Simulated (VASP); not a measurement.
Input of a VASP 6.6.1 run:

INCAR

```
ALGO = Normal ; EDIFF = 1E-6
ENCUT = 520 ; GGA = PE
ISIF = 2 ; ISMEAR = 0
LASPH = True ; LCHARG = False
LREAL = False ; LWAVE = False
NBANDS = 32 ; NELM = 60
PREC = Accurate ; SIGMA = 0.1
```

KPOINTS

```
k-points
0
Gamma
  4 4 4
```

POSCAR

```
Bi2Se3
1.0
   -3.0298704800      3.0298704800      4.0382446000
    3.0298704800     -3.0298704800      4.0382446000
    3.0298704800      3.0298704800     -4.0382446000
Bi Se
2 3
Direct
    0.7500000000      0.2500000000      0.5000000000
    0.2500000000      0.7500000000      0.5000000000
    0.5000000000      0.0000000000      0.5000000000
    0.0000000000      0.5000000000      0.5000000000
    0.5000000000      0.5000000000      0.0000000000
```

Potentials or basis: VASP PAW PBE potentials, release 64 (Bi_d, Se).

Command:

```console
$ cat potpaw_PBE.64/Bi_d/POTCAR potpaw_PBE.64/Se/POTCAR > POTCAR
$ mpirun -np 1 vasp_std > vasp.out
```

Question: Estimate the band gap on the k mesh.

Answer: Zero (bands 24 and 25 overlap by 1.67 eV).

Question: Estimate the pressure.

Answer: 60.1 GPa.

Stress tensor (GPa, compression positive):
```
  2.94   0.00   0.00
  0.00   2.94   0.00
  0.00   0.00 174.31
```

Caveat: the cell stands under pressure; spin-orbit coupling is left out, which moves the levels of the heavy elements.
